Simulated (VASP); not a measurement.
# As in VASP: single point with PBEsol+D4

Aim: the single point of As with PBEsol+D4.

Program: VASP 6.6.1. These are calculated values, not measurements. Logs are shortened: lines on timing, memory, paths and dates and some standing lists are left out, and cuts for length are marked.

### 1 The cell of the first run

The cell holds a slab with vacuum, 2 atoms: a = 3.496 Å, b = 3.496 Å, c = 23.240 Å, α = 90.00°, β = 90.00°, γ = 120.00°.

### 2 Single point, PBEsol+D4

File INCAR:

```
SYSTEM = As
  ALGO = Normal
  DIPOL = 0.5 0.5 0.641
  EDIFF = 1E-6
  ENCUT = 400
  GGA = PS
  GGA_COMPAT = .FALSE.
  IDIPOL = 3
  ISIF = 2
  ISMEAR = 0
  IVDW = 13
  LASPH = .TRUE.
  LCHARG = .TRUE.
  LDIPOL = .TRUE.
  LELF = .TRUE.
  LREAL = .FALSE.
  LVACPOTAV = .TRUE.
  LVHAR = .TRUE.
  LWAVE = .FALSE.
  NBANDS = 12
  NELM = 120
  NELMDL = -8
  PREC = Accurate
  SIGMA = 0.04
```

File KPOINTS:

```
k-points
0
G
  12 12 1
  0 0 0
```

File POSCAR:

```
As
1.0
    3.4956906499      0.0000000000      0.0000000000
   -1.7478453250      3.0273569066      0.0000000000
    0.0000000000      0.0000000000     23.2400000000
As
2
Direct
    0.3333333333      0.6666666667      0.6109234012
    0.6666666667      0.3333333333      0.6713792041
```

Potentials or basis: VASP PAW PBE potentials, release 64 (As).

On the command line:

```
> cat potpaw_PBE.64/As/POTCAR > POTCAR
> mpirun -np 1 vasp_std > vasp.out
```

OUTCAR:

```text
SYSTEM = As
   EDIFF = 1E-6
   ENCUT = 400
   GGA = PS
   ISIF = 2
   ISMEAR = 0
   IVDW = 13
   LASPH = .TRUE.
   LREAL = .FALSE.
   NELM = 120
   NELMDL = -8
   PREC = Accurate

 ion  position               nearest neighbor table
   1  0.333  0.667  0.611-   2 2.46   2 2.46   2 2.46
   2  0.667  0.333  0.671-   1 2.46   1 2.46   1 2.46

  LATTYP: Found a hexagonal cell.
 ALAT       =     3.4956906499
 C/A-ratio  =     6.6481855311

  Lattice vectors:

 A1 = (   3.4956906499,   0.0000000000,   0.0000000000)
 A2 = (  -1.7478453250,   3.0273569066,   0.0000000000)
 A3 = (   0.0000000000,   0.0000000000,  23.2400000000)

Analysis of symmetry for initial positions (statically):
=====================================================================
 Subroutine PRICEL returns:
 Original cell was already a primitive cell.

 Routine SETGRP: Setting up the symmetry group for a
 hexagonal supercell.

 Subroutine GETGRP returns: Found 12 space group operations
 (whereof  6 operations were pure point group operations)
 out of a pool of 24 trial point group operations.

The static configuration has the point symmetry C_3v.
 The point group associated with its full space group is D_3d.

Analysis of symmetry for dynamics (positions and initial velocities):
=====================================================================
 Subroutine PRICEL returns:
 Original cell was already a primitive cell.

 Routine SETGRP: Setting up the symmetry group for a
 hexagonal supercell.

 Subroutine GETGRP returns: Found 12 space group operations
 (whereof  6 operations were pure point group operations)
 out of a pool of 24 trial point group operations.

The dynamic configuration has the point symmetry C_3v.
 The point group associated with its full space group is D_3d.

 Subroutine INISYM returns: Found 12 space group operations
 (whereof  6 operations are pure point group operations),
 and found     1 'primitive' translations

----------------------------------------------------------------------------------------

                                     Primitive cell

  volume of cell :     245.9420

  direct lattice vectors                    reciprocal lattice vectors
     3.495690650  0.000000000  0.000000000     0.286066503  0.165160573  0.000000000
    -1.747845325  3.027356907  0.000000000     0.000000000  0.330321145  0.000000000
     0.000000000  0.000000000 23.240000000     0.000000000  0.000000000  0.043029260

  length of vectors
     3.495690650  3.495690650 23.240000000     0.330321145  0.330321145  0.043029260

  position of ions in fractional coordinates (direct lattice)
     0.333333333  0.666666667  0.610923401
     0.666666667  0.333333333  0.671379204

  ion indices of the primitive-cell ions
   primitive index   ion index
                 1           1
                 2           2

----------------------------------------------------------------------------------------

 KPOINTS: k-points

Automatic generation of k-mesh.
 Grid dimensions read from file:
 generate k-points for:   12   12    1

 Generating k-lattice:

  Cartesian coordinates                     Fractional coordinates (reciprocal lattice)
     0.023838875  0.013763381  0.000000000     0.083333333  0.000000000  0.000000000
     0.000000000  0.027526762  0.000000000     0.000000000  0.083333333  0.000000000
     0.000000000  0.000000000  0.043029260     0.000000000  0.000000000  1.000000000

  Length of vectors
     0.027526762  0.027526762  0.043029260

  Shift w.r.t. Gamma in fractional coordinates (k-lattice)
     0.000000000  0.000000000  0.000000000

 Subroutine IBZKPT returns following result:
 ===========================================

 Found     19 irreducible k-points:

 Following reciprocal coordinates:
            Coordinates               Weight
  0.000000  0.000000  0.000000      1.000000
  0.083333 -0.000000  0.000000      6.000000
  0.166667 -0.000000  0.000000      6.000000
  0.250000 -0.000000  0.000000      6.000000
  0.333333 -0.000000  0.000000      6.000000
  0.416667  0.000000  0.000000      6.000000
[... 11 lines left out ...]
  0.333333  0.250000  0.000000     12.000000
  0.333333  0.333333  0.000000      2.000000
   k-points           NKPTS =     19   k-points in BZ     NKDIM =     19   number of bands    NBANDS=     12
   number of dos      NEDOS =    301   number of ions     NIONS =      2
   total plane-waves  NPLWV =  92160
   dimension x,y,z NGX =    24 NGY =   24 NGZ =  160
   dimension x,y,z NGXF=    48 NGYF=   48 NGZF=  320
   ions per type =               2
   NGX,Y,Z   is equivalent  to a cutoff of  11.41, 11.41, 11.45 a.u.
   NGXF,Y,Z  is equivalent  to a cutoff of  22.83, 22.83, 22.89 a.u.
 SYSTEM =  As
   PREC   = accura    normal or accurate (medium, high low for compatibility)
   ISTART =      0    job   : 0-new  1-cont  2-samecut
   ICHARG =      2    charge: 1-file 2-atom 10-const
   ISPIN  =      1    spin polarized calculation?
   LNONCOLLINEAR =      F non collinear calculations
   LSORBIT =      F    spin-orbit coupling
   LASPH  =      T    aspherical Exc in radial PAW
   ENCUT  =  400.0 eV  29.40 Ry    5.42 a.u.   5.70  5.70 37.90*2*pi/ulx,y,z
   NELM   =    120;   NELMIN=  2; NELMDL= -8     # of ELM steps
   EDIFF  = 0.1E-05   stopping-criterion for ELM
   LREAL  =      F    real-space projection
   EDIFFG = 0.1E-04   stopping-criterion for IOM
   NSW    =      0    number of steps for IOM
   IBRION =     -1    ionic relax: 0-MD 1-quasi-New 2-CG
   NFREE  =      0    steps in history (QN), initial steepest desc. (CG)
   ISIF   =      2    stress and relaxation
   ISYM   =      2    0-nonsym 1-usesym 2-fastsym
   POTIM  = 0.5000    time-step for ionic-motion
   TEBEG  =    0.0;   TEEND  =   0.0 temperature during run
   PSTRESS=    0.0 pullay stress
   NELECT =      10.0000    total number of electrons
   NUPDOWN=      -1.0000    fix difference up-down
   EMIN   =  10.00;   EMAX   =-10.00  energy-range for DOS
   EFERMI =   0.00;   METHOD = LEGACY
   ISMEAR =     0;   SIGMA  =   0.04  broadening in eV -4-tet -1-fermi 0-gaus
   EFERMI_NEDOS =   21; number of points for ismear=-14 and -15
   IALGO  =     38    algorithm
   IMIX   =      4    mixing-type and parameters
     AMIX     =   0.40;   BMIX     =  1.00
     AMIX_MAG =   1.60;   BMIX_MAG =  1.00
  volume/ion in A,a.u.               =     122.97       829.85
  Fermi-wavevector in a.u.,A,eV,Ry     =   0.562942  1.063807  4.311742  0.316904
  Thomas-Fermi vector in A             =   1.599874
   LORBIT       =      0    0 simple, 1 ext, 2 COOP (PROOUT), +10 PAW based schemes
   GGA     = PS    functional components
   LHFCALC =     F    Hartree Fock is set to
   AEXX    =    0.0000 exact exchange contribution
   IVDW    =    13    specifies the selected vdW correction
   LEPSILON=     F    determine dielectric tensor
   LRPA    =     F    only Hartree local field effects (RPA)
 non-spin polarized calculation
 Gauss-broadening in eV      SIGMA  =   0.04
  energy-cutoff  :      400.00
  volume of cell :      245.94
 maximum number of plane-waves:      4488
 NGX is ok and might be reduce to    24
   NGX = 11   NGY = 11   NGZ = 75

 dipolmoment           0.000000      0.000000     -0.000000 electrons x Angstroem

 number of electron      10.0000002 magnetization

 dipolmoment           0.000000      0.000000      0.000001 electrons x Angstroem

 Free energy of the ion-electron system (eV)
  ---------------------------------------------------
  ext. energy  EPLUGINS =         0.00000000
  ---------------------------------------------------
  free energy    TOTEN  =       -10.00079203 eV

  energy without entropy =      -10.00079203  energy(sigma->0) =      -10.00079203

 E-fermi :  -3.2379     XC(G=0):  -2.3129

 val. band max:       -3.4215608852   @ k =   0.0000   0.0000   0.0000
 cond. band min:      -2.1034977818   @ k =   0.3333  -0.0000   0.0000
 fundamental gap:      1.3180631034
 Fermi energy:        -3.2379281058

 k-point     1 :       0.0000    0.0000    0.0000
  band No.  band energies     occupation
      1     -17.6433      2.00000
      2     -11.0329      2.00000
      3      -4.4878      2.00000
      4      -3.4216      2.00000
      5      -3.4216      2.00000
      6      -1.2182      0.00000
      7       0.1169      0.00000
      8       0.1169      0.00000
      9       1.2279      0.00000
     10       1.4753      0.00000
     11       2.0025      0.00000
     12       2.3716      0.00000

 k-point     2 :       0.0833   -0.0000    0.0000
  band No.  band energies     occupation
      1     -17.5425      2.00000
      2     -10.9972      2.00000
      3      -4.4282      2.00000
      4      -4.4090      2.00000
      5      -3.6602      2.00000
      6      -0.6686      0.00000
      7       0.0518      0.00000
      8       0.3523      0.00000
      9       1.3924      0.00000
     10       1.5914      0.00000
     11       2.1150      0.00000
     12       2.4929      0.00000

 k-point     3 :       0.1667   -0.0000    0.0000
  band No.  band energies     occupation
      1     -17.2427      2.00000
      2     -10.9362      2.00000
      3      -5.9170      2.00000
      4      -4.2834      2.00000
      5      -4.1791      2.00000
      6      -1.2319      0.00000
      7       0.7908      0.00000
      8       0.7977      0.00000
      9       1.7614      0.00000
     10       1.9791      0.00000
     11       2.4519      0.00000
     12       2.8329      0.00000
[... 211 lines left out ...]
 k-point    18 :       0.3333    0.2500    0.0000
  band No.  band energies     occupation
      1     -14.4155      2.00000
      2     -13.0835      2.00000
      3      -8.1139      2.00000
      4      -6.3194      2.00000
      5      -5.3260      2.00000
      6      -1.6204      0.00000
      7       0.4406      0.00000
      8       1.2029      0.00000
      9       4.2840      0.00000
     10       4.8103      0.00000
     11       5.1632      0.00000
     12       5.7403      0.00000

 k-point    19 :       0.3333    0.3333    0.0000
  band No.  band energies     occupation
      1     -13.7254      2.00000
      2     -13.7254      2.00000
      3      -8.3828      2.00000
      4      -5.7927      2.00000
      5      -5.7927      2.00000
      6      -1.9083      0.00000
      7       0.9865      0.00000
      8       0.9865      0.00000
      9       4.4825      0.00000
     10       5.6970      0.00000
     11       5.6970      0.00000
     12       6.3874      0.00000

------------------------ aborting loop because EDIFF is reached ----------------------------------------

  DFT-D4 for vdW energy calculation

  Edisp (eV):   -0.24147

  FORCE on cell =-STRESS in cart. coord.  units (eV):
  Direction    XX          YY          ZZ          XY          YZ          ZX
  --------------------------------------------------------------------------------------
  -------------------------------------------------------------------------------------
  Total       0.48982     0.48982     0.10984    -0.00000     0.00000    -0.00000
  in kB       3.19092     3.19092     0.71554    -0.00000     0.00000    -0.00000
  external pressure =        2.37 kB  Pullay stress =        0.00 kB

 VOLUME and BASIS-vectors are now :
 -----------------------------------------------------------------------------
  energy-cutoff  :      400.00
  volume of cell :      245.94
      direct lattice vectors                 reciprocal lattice vectors
     3.495690650  0.000000000  0.000000000     0.286066503  0.165160573  0.000000000
    -1.747845325  3.027356907  0.000000000     0.000000000  0.330321145  0.000000000
     0.000000000  0.000000000 23.240000000     0.000000000  0.000000000  0.043029260

 POSITION                                       TOTAL-FORCE (eV/Angst)
 -----------------------------------------------------------------------------------
     -0.00000      2.01824     14.19786         0.000000     -0.000000     -0.082378
      1.74785      1.00912     15.60285        -0.000000      0.000000      0.082378
 -----------------------------------------------------------------------------------
    total drift:                                0.000000     -0.000000      0.000000

  FREE ENERGIE OF THE ION-ELECTRON SYSTEM (eV)
  ---------------------------------------------------
  free  energy   TOTEN  =       -10.2422658467 eV

  energy  without entropy=      -10.2422658467  energy(sigma->0) =      -10.24226585

 vacuum level on the upper side and lower side of the slab         1.703         1.703
```

Run time: 2.6 min. Hardware: 1 thread of Intel Xeon 8259CL, shared host; peak memory 0.24 GiB.

What came out:

- Free energy: -10.2423 eV
- Largest force: 0.082 eV/Å
- Band gap on the k mesh: 1.32 eV (least direct gap 2.20 eV)
- Dispersion energy per atom: -0.121 eV

Forces on the atoms (eV/Å):
```
As   0.000  0.000 -0.082
As   0.000  0.000  0.082
```

Levels at points of the mesh, in eV from the valence-band top:
```csv
k point,band 1,band 2,band 3,band 4,band 5,band 6,band 7,band 8,band 9,band 10
"(0.00, 0.00, 0.00)",-14.22,-7.61,-1.07,0.00,0.00,2.20,3.54,3.54,4.65,4.90
"(0.50, 0.00, 0.00)",-11.51,-9.49,-3.88,-2.10,-2.01,1.77,2.76,4.48,5.91,8.30
```

Caveat: the PAW data sets were made with another functional, which shifts forces and pressure a little.
